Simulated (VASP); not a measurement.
# CoO (Fm-3m) in VASP: a series of runs

The runs below take CoO through single point, relaxation of cell and atoms, with revPBE+D3(BJ), LDA, PBEsol.

All numbers are computed with VASP 6.6.1; they aren't measurements. Logs are shortened: lines on timing, memory, paths and dates and some standing lists are left out, and cuts for length are marked.

## Step 1: The cell of the first run

It takes space group Fm-3m (No. 225, cubic). The conventional cell has a = 4.256 Å, b = 4.256 Å, c = 4.256 Å, α = 90.00°, β = 90.00°, γ = 90.00°. Within 2.8 Å of Co (site symmetry m-3m) lie 6 O at 2.13 Å. O (site symmetry m-3m) has 6 Co at 2.13 Å within 2.8 Å.

## Step 2: Single point, revPBE+D3(BJ), collinear spin, ferromagnetic start

File INCAR:

```
  PREC = Accurate
  ENCUT = 520
  EDIFF = 1E-6
  ISMEAR = -1
  SIGMA = 0.05
  LREAL = F
  LASPH = T
  NELM = 150
  ALGO = Normal
  ISIF = 2
  LWAVE = F
  LCHARG = T
  ISPIN = 2
  MAGMOM = 2 0
  LORBIT = 11
  LMAXMIX = 4
  GGA = RE
  IVDW = 12
  LELF = T
  LVHAR = T
  NBANDS = 18
```

File KPOINTS:

```
regular mesh
0
Gamma
  11 11 11
```

File POSCAR:

```
CoO
1.0
    0.0000000000      2.1281320978      2.1281320978
    2.1281320978      0.0000000000      2.1281320978
    2.1281320978      2.1281320978      0.0000000000
Co O
1 1
Direct
    0.0000000000      0.0000000000      0.0000000000
    0.5000000000      0.5000000000      0.5000000000
```

Potentials or basis: VASP PAW PBE potentials, release 64 (Co, O).

The run is started by

```
cat potpaw_PBE.64/Co/POTCAR potpaw_PBE.64/O/POTCAR > POTCAR
mpirun -np 1 vasp_std > vasp.out
```

OUTCAR:

```text
PREC = Accurate
   ENCUT = 520
   EDIFF = 1E-6
   ISMEAR = -1
   LREAL = F
   LASPH = T
   NELM = 150
   ISIF = 2
   ISPIN = 2
   LORBIT = 11
   GGA = RE
   IVDW = 12
 IVDW          = 12

 ion  position               nearest neighbor table
   1  0.000  0.000  0.000-   2 2.13   2 2.13   2 2.13   2 2.13   2 2.13   2 2.13
   2  0.500  0.500  0.500-   1 2.13   1 2.13   1 2.13   1 2.13   1 2.13   1 2.13

  LATTYP: Found a face centered cubic cell.
 ALAT       =     4.2562641956

  Lattice vectors:

 A1 = (   0.0000000000,   2.1281320978,   2.1281320978)
 A2 = (   2.1281320978,   0.0000000000,   2.1281320978)
 A3 = (   2.1281320978,   2.1281320978,   0.0000000000)

Analysis of symmetry for initial positions (statically):
[... 25 lines left out ...]
The dynamic configuration has the point symmetry O_h .

Analysis of structural, dynamic, and magnetic symmetry:
=====================================================================
 Subroutine PRICEL returns:
[... 7 lines left out ...]
 out of a pool of 48 trial point group operations.

The overall configuration has the point symmetry O_h .

 Subroutine INISYM returns: Found 48 space group operations
[... 5 lines left out ...]
                                     Primitive cell

  volume of cell :      19.2764

  direct lattice vectors                    reciprocal lattice vectors
     0.000000000  2.128132098  2.128132098    -0.234947821  0.234947821  0.234947821
     2.128132098  0.000000000  2.128132098     0.234947821 -0.234947821  0.234947821
     2.128132098  2.128132098  0.000000000     0.234947821  0.234947821 -0.234947821

  length of vectors
     3.009633275  3.009633275  3.009633275     0.406941564  0.406941564  0.406941564

  position of ions in fractional coordinates (direct lattice)
     0.000000000  0.000000000  0.000000000
     0.500000000  0.500000000  0.500000000

  ion indices of the primitive-cell ions
   primitive index   ion index
                 1           1
                 2           2

----------------------------------------------------------------------------------------

 KPOINTS: regular mesh

Automatic generation of k-mesh.
 Grid dimensions read from file:
 generate k-points for:   11   11   11

 Generating k-lattice:

  Cartesian coordinates                     Fractional coordinates (reciprocal lattice)
    -0.021358893  0.021358893  0.021358893     0.090909091  0.000000000  0.000000000
     0.021358893 -0.021358893  0.021358893     0.000000000  0.090909091  0.000000000
     0.021358893  0.021358893 -0.021358893     0.000000000  0.000000000  0.090909091

  Length of vectors
     0.036994688  0.036994688  0.036994688

  Shift w.r.t. Gamma in fractional coordinates (k-lattice)
[... 73 lines left out ...]
  volume/ion in A,a.u.               =       9.64        65.04
  Fermi-wavevector in a.u.,A,eV,Ry     =   1.505786  2.845523 30.849746  2.267392
  Thomas-Fermi vector in A             =   2.616589
   LORBIT       =     11    0 simple, 1 ext, 2 COOP (PROOUT), +10 PAW based schemes
   GGA     = RE    functional components
   LHFCALC =     F    Hartree Fock is set to
   AEXX    =    0.0000 exact exchange contribution
   IVDW    =    12    specifies the selected vdW correction
   LEPSILON=     F    determine dielectric tensor
   LRPA    =     F    only Hartree local field effects (RPA)
 spin polarized calculation
  energy-cutoff  :      520.00
  volume of cell :       19.28
 maximum number of plane-waves:       534
   NGX = 11   NGY = 11   NGZ = 11

 number of electron      15.0000007 magnetization       2.9100314

 Free energy of the ion-electron system (eV)
  ---------------------------------------------------
  ext. energy  EPLUGINS =         0.00000000
  ---------------------------------------------------
  free energy    TOTEN  =       -12.33504982 eV

  energy without entropy =      -12.30048066  energy(sigma->0) =      -12.31776524

 E-fermi :   8.0462     XC(G=0): -12.2933

 val. band max:        8.0332260700   @ k =   0.3636   0.2727   0.0909
 cond. band min:       8.0502729665   @ k =  -0.1818   0.2727   0.0909
 fundamental gap:      0.0170468965
 Fermi energy:         8.0461722512

 spin component 1

 k-point     1 :       0.0000    0.0000    0.0000
  band No.  band energies     occupation
      1     -12.2095      1.00000
      2       4.7553      1.00000
      3       4.7554      1.00000
      4       4.9377      1.00000
      5       4.9377      1.00000
      6       4.9377      1.00000
[... 493 lines left out ...]
     17      35.9238      0.00000
     18      37.7013      0.00000

 [... further k-points ...]

 spin component 2

 k-point     1 :       0.0000    0.0000    0.0000
  band No.  band energies     occupation
      1     -11.7102      1.00000
      2       5.5017      1.00000
      3       5.5017      1.00000
      4       5.5017      1.00000
      5       6.9513      1.00000
      6       6.9513      1.00000
[... 493 lines left out ...]
     17      36.5305      0.00000
     18      38.2756      0.00000

 [... further k-points ...]

------------------------ aborting loop because EDIFF is reached ----------------------------------------

 Edisp (eV)   -1.01324

 E8    (eV) :    -0.6671

  FORCE on cell =-STRESS in cart. coord.  units (eV):
  Direction    XX          YY          ZZ          XY          YZ          ZX
  --------------------------------------------------------------------------------------
  -------------------------------------------------------------------------------------
  Total      -0.04741    -0.04741    -0.04741     0.00000     0.00000     0.00000
  in kB      -3.94032    -3.94032    -3.94032     0.00000     0.00000     0.00000
  external pressure =       -3.94 kB  Pullay stress =        0.00 kB

 VOLUME and BASIS-vectors are now :
 -----------------------------------------------------------------------------
  energy-cutoff  :      520.00
  volume of cell :       19.28
      direct lattice vectors                 reciprocal lattice vectors
     0.000000000  2.128132098  2.128132098    -0.234947821  0.234947821  0.234947821
     2.128132098  0.000000000  2.128132098     0.234947821 -0.234947821  0.234947821
     2.128132098  2.128132098  0.000000000     0.234947821  0.234947821 -0.234947821

 POSITION                                       TOTAL-FORCE (eV/Angst)
 -----------------------------------------------------------------------------------
      0.00000      0.00000      0.00000         0.000000      0.000000      0.000000
      2.12813      2.12813      2.12813        -0.000000      0.000000     -0.000000
 -----------------------------------------------------------------------------------
    total drift:                                0.000000     -0.000000     -0.000000

  FREE ENERGIE OF THE ION-ELECTRON SYSTEM (eV)
  ---------------------------------------------------
  free  energy   TOTEN  =       -13.3482880882 eV

  energy  without entropy=      -13.3137189252  energy(sigma->0) =      -13.33100351

 total charge

# of ion       s       p       d       tot
------------------------------------------
    1        0.294   0.357   7.141   7.791
    2        1.560   3.433   0.000   4.992
--------------------------------------------------
tot          1.854   3.789   7.141  12.784

 magnetization (x)

# of ion       s       p       d       tot
------------------------------------------
    1        0.020   0.017   2.529   2.567
    2        0.028   0.268   0.000   0.297
--------------------------------------------------
tot          0.049   0.285   2.529   2.863
```

OSZICAR:

```text
N       E                     dE             d eps       ncg     rms          rms(c)
DAV:   1     0.776674944254E+02    0.77667E+02   -0.65467E+03  4192   0.956E+02
DAV:   2    -0.982428489277E+01   -0.87492E+02   -0.75527E+02  4268   0.220E+02
DAV:   3    -0.146280664947E+02   -0.48038E+01   -0.46602E+01  4724   0.547E+01
DAV:   4    -0.146790001528E+02   -0.50934E-01   -0.50892E-01  5006   0.541E+00
DAV:   5    -0.146801234900E+02   -0.11233E-02   -0.11232E-02  4844   0.798E-01    0.167E+01
DAV:   6    -0.135097737904E+02    0.11703E+01   -0.16318E+01  5206   0.597E+01    0.197E+01
DAV:   7    -0.124379201781E+02    0.10719E+01   -0.66502E+00  5008   0.463E+01    0.814E+00
DAV:   8    -0.123479079161E+02    0.90012E-01   -0.38677E-01  5710   0.967E+00    0.420E+00
DAV:   9    -0.123543229732E+02   -0.64151E-02   -0.23658E-01  5962   0.803E+00    0.280E+00
DAV:  10    -0.123363452109E+02    0.17978E-01   -0.87386E-02  5896   0.561E+00    0.527E-01
DAV:  11    -0.123351308554E+02    0.12144E-02   -0.17979E-02  5564   0.180E+00    0.281E-01
DAV:  12    -0.123350278733E+02    0.10298E-03   -0.17642E-03  5872   0.620E-01    0.463E-02
DAV:  13    -0.123350506547E+02   -0.22781E-04   -0.10080E-04  4816   0.972E-02    0.409E-02
DAV:  14    -0.123350475318E+02    0.31228E-05   -0.43019E-06  5076   0.227E-02    0.143E-02
DAV:  15    -0.123350498292E+02   -0.22973E-05   -0.27750E-06  4942   0.274E-02    0.755E-03
DAV:  16    -0.123350498194E+02    0.97921E-08   -0.14222E-06  2638   0.170E-02
   1 F= -.13348288E+02 E0= -.13331004E+02  d E =-.345692E-01  mag=     2.9101
```

It took 2 min on 1 thread of AMD EPYC 7R13, shared host; peak memory 0.15 GiB.

What came out:

```
Free energy                                           : -13.3483 eV
Pressure                                              : -0.4 GPa
Net moment                                            : 2.91 μB per cell
Site moments                                          : Co +2.57; O +0.30 μB
Valence electrons inside the program's atomic spheres : Co 7.79; O 4.99
Dispersion energy per atom                            : -0.507 eV
```

Caveat: the PAW data sets were made with another functional, which shifts forces and pressure a little; a cell with one magnetic atom can't hold antiferromagnetic order, which such compounds often take; semilocal functionals often make such compounds metallic where correlation or magnetic order opens a gap, which also shifts bond lengths; pairwise dispersion overbinds metals, which lowers pressure and volume. With open d or f shells a metallic result of revPBE can be an artefact of self-interaction; +U or a hybrid may open a gap.

## Step 3: Relaxation of cell and atoms, revPBE+D3(BJ), collinear spin, ferromagnetic start

This run uses another cell than the first one, of 9.68 Å³/atom, 1.005 times its volume.

File INCAR:

```
SYSTEM = CoO
ALGO     = Normal         ! electronic algorithm
EDIFF    = 1E-6           ! SCF threshold, eV
EDIFFG   = -0.01          ! ionic threshold
ENCUT    = 600            ! plane-wave cutoff, eV
GGA      = RE             ! functional
IBRION   = 2              ! ionic algorithm
ISIF     = 3              ! what is computed and relaxed
ISMEAR   = -1             ! smearing method
ISPIN    = 2              ! spin polarisation
IVDW     = 12             ! dispersion correction
LASPH    = .TRUE.         ! aspherical terms in the spheres
LCHARG   = .FALSE.        ! write CHGCAR
LMAXMIX  = 4              ! l up to which the mixer works
LORBIT   = 11             ! projections on sites
LREAL    = .FALSE.        ! projectors in reciprocal space
LWAVE    = .FALSE.        ! write WAVECAR
MAGMOM   = 2 0            ! initial moments
NELM     = 150            ! most SCF steps
NSW      = 80             ! ionic steps
PREC     = Accurate       ! precision mode
SIGMA    = 0.05           ! smearing width, eV
```

File KPOINTS:

```
k-points
0
G
  11 11 11
  0 0 0
```

File POSCAR:

```
CoO
1.0
    0.0000000000      2.1315000000      2.1315000000
    2.1315000000      0.0000000000      2.1315000000
    2.1315000000      2.1315000000      0.0000000000
Co O
1 1
Direct
    0.0000000000      0.0000000000      0.0000000000
    0.5000000000      0.5000000000      0.5000000000
```

Potentials or basis: VASP PAW PBE potentials, release 64 (Co, O).

The run is started by

```
cat potpaw_PBE.64/Co/POTCAR potpaw_PBE.64/O/POTCAR > POTCAR
mpirun -np 1 vasp_std > vasp.out
```

OUTCAR:

```text
SYSTEM = CoO
   EDIFF = 1E-6
   EDIFFG = -0.01
   ENCUT = 600
   GGA = RE
   IBRION = 2
   ISIF = 3
   ISMEAR = -1
   ISPIN = 2
   IVDW = 12
   LASPH = .TRUE.
   LORBIT = 11
   LREAL = .FALSE.
   NELM = 150
   NSW = 80
   PREC = Accurate
 IVDW          = 12

 ion  position               nearest neighbor table
   1  0.000  0.000  0.000-   2 2.13   2 2.13   2 2.13   2 2.13   2 2.13   2 2.13
   2  0.500  0.500  0.500-   1 2.13   1 2.13   1 2.13   1 2.13   1 2.13   1 2.13

  LATTYP: Found a face centered cubic cell.
 ALAT       =     4.2630000000

  Lattice vectors:

 A1 = (   0.0000000000,   2.1315000000,   2.1315000000)
 A2 = (   2.1315000000,   0.0000000000,   2.1315000000)
 A3 = (   2.1315000000,   2.1315000000,   0.0000000000)

Analysis of symmetry for initial positions (statically):
[... 25 lines left out ...]
The dynamic configuration has the point symmetry O_h .

Analysis of structural, dynamic, and magnetic symmetry:
=====================================================================
 Subroutine PRICEL returns:
[... 7 lines left out ...]
 out of a pool of 48 trial point group operations.

The overall configuration has the point symmetry O_h .

 Subroutine INISYM returns: Found 48 space group operations
[... 5 lines left out ...]
                                     Primitive cell

  volume of cell :      19.3681

  direct lattice vectors                    reciprocal lattice vectors
     0.000000000  2.131500000  2.131500000    -0.234576589  0.234576589  0.234576589
     2.131500000  0.000000000  2.131500000     0.234576589 -0.234576589  0.234576589
     2.131500000  2.131500000  0.000000000     0.234576589  0.234576589 -0.234576589

  length of vectors
     3.014396208  3.014396208  3.014396208     0.406298571  0.406298571  0.406298571

[... 260 lines left out ...]
 val. band max:        8.4713006040   @ k =  -0.1818   0.2727   0.0909
 cond. band min:       8.4778655548   @ k =  -0.1818   0.2727   0.0909
 fundamental gap:      0.0065649508
 Fermi energy:         8.4774278494

 spin component 1

 k-point     1 :       0.0000    0.0000    0.0000
  band No.  band energies     occupation
      1     -12.0645      1.00000
      2       5.1932      1.00000
      3       5.1932      1.00000
      4       5.2297      1.00000
      5       5.2297      1.00000
      6       5.2297      1.00000
      7       5.3772      1.00000
      8       5.3772      1.00000
      9       5.3772      1.00000
     10       9.6929      0.00000
     11      25.5039      0.00000
     12      26.9136      0.00000
[... 333 lines left out ...]
      1     -11.2859      1.00000
      2       1.6517      1.00000
      3       2.7253      1.00000
      4       3.3499      1.00000
      5       5.7245      1.00000
      6       5.7549      1.00000
      7       6.5341      1.00000
      8       6.5363      1.00000
      9       8.2550      0.98843
     10      13.3747      0.00000
     11      20.2504      0.00000
     12      21.4560      0.00000

 [... further k-points ...]

 spin component 2

 k-point     1 :       0.0000    0.0000    0.0000
  band No.  band energies     occupation
      1     -11.5903      1.00000
      2       5.7675      1.00000
      3       5.7675      1.00000
      4       5.7675      1.00000
      5       7.3144      1.00000
      6       7.3145      1.00000
      7       7.3145      1.00000
      8       8.5655      0.14672
      9       8.5657      0.14619
     10      10.2100      0.00000
     11      25.3588      0.00000
     12      27.3703      0.00000
[... 378 lines left out ...]
  FREE ENERGIE OF THE ION-ELECTRON SYSTEM (eV)
  ---------------------------------------------------
  free  energy   TOTEN  =       -13.2176342553 eV

  energy  without entropy=      -13.1836380042  energy(sigma->0) =      -13.20063613

 reached required accuracy - stopping structural energy minimisation

 total charge

# of ion       s       p       d       tot
------------------------------------------
    1        0.302   0.377   7.167   7.846
    2        1.557   3.448   0.000   5.005
--------------------------------------------------
tot          1.859   3.825   7.167  12.850

 magnetization (x)

# of ion       s       p       d       tot
------------------------------------------
    1        0.021   0.018   2.478   2.516
    2        0.029   0.251   0.000   0.280
--------------------------------------------------
tot          0.050   0.269   2.478   2.796
```

It took 3.5 min on 1 thread of AMD EPYC 7R13, shared host; peak memory 0.15 GiB.

Results:

```
Free energy                                           : -13.2176 eV
Relaxed volume                                        : 9.35 Å³/atom
Relaxed cell                                          : a = 2.980 Å, b = 2.980 Å, c = 2.980 Å, α = 60.00°, β = 60.00°, γ = 60.00°
Space group after relaxing (to 0.05 Å)                : Fm-3m (No. 225)
Energy gained by relaxing                             : -65.3 meV/atom
Ionic steps                                           : 4
Pressure after relaxing                               : 0.0 GPa
Net moment                                            : 2.84 μB per cell
Site moments                                          : Co +2.52; O +0.28 μB
Valence electrons inside the program's atomic spheres : Co 7.85; O 5.00
Dispersion energy per atom                            : -0.449 eV
```

Step by step:
```csv
step,energy change (eV),largest force (eV/Å),pressure (GPa),volume (Å³)
1,0.0000,0.0000,-6.36,19.37
2,0.1352,0.0000,3.77,18.31
3,0.1306,0.0000,0.19,18.69
4,0.1306,0.0000,-0.04,18.70
```

Final structure:
```
CELL_PARAMETERS angstrom
0.00000 2.10689 2.10689
2.10689 0.00000 2.10689
2.10689 2.10689 0.00000
ATOMIC_POSITIONS crystal
Co 0.00000 0.00000 0.00000
O 0.50000 0.50000 0.50000
```

Levels at points of the mesh, in eV from the Fermi level:
Spin up:
| k point | band 6 | band 7 | band 8 | band 9 | band 10 | band 11 | band 12 |
| --- | --- | --- | --- | --- | --- | --- | --- |
| (0.00, 0.00, 0.00) | -3.25 | -3.10 | -3.10 | -3.10 | 1.22 | 17.03 | 18.44 |
Spin down:
```csv
k point,band 4,band 5,band 6,band 7,band 8,band 9
"(0.00, 0.00, 0.00)",-2.71,-1.16,-1.16,-1.16,0.09,0.09
```

Caveat: the PAW data sets were made with another functional, which shifts forces and pressure a little; a cell with one magnetic atom can't hold antiferromagnetic order, which such compounds often take; semilocal functionals often make such compounds metallic where correlation or magnetic order opens a gap, which also shifts bond lengths; pairwise dispersion overbinds metals, which lowers pressure and volume. With open d or f shells a metallic result of revPBE can be an artefact of self-interaction; +U or a hybrid may open a gap.

(Part 1 of 2 ends here.)
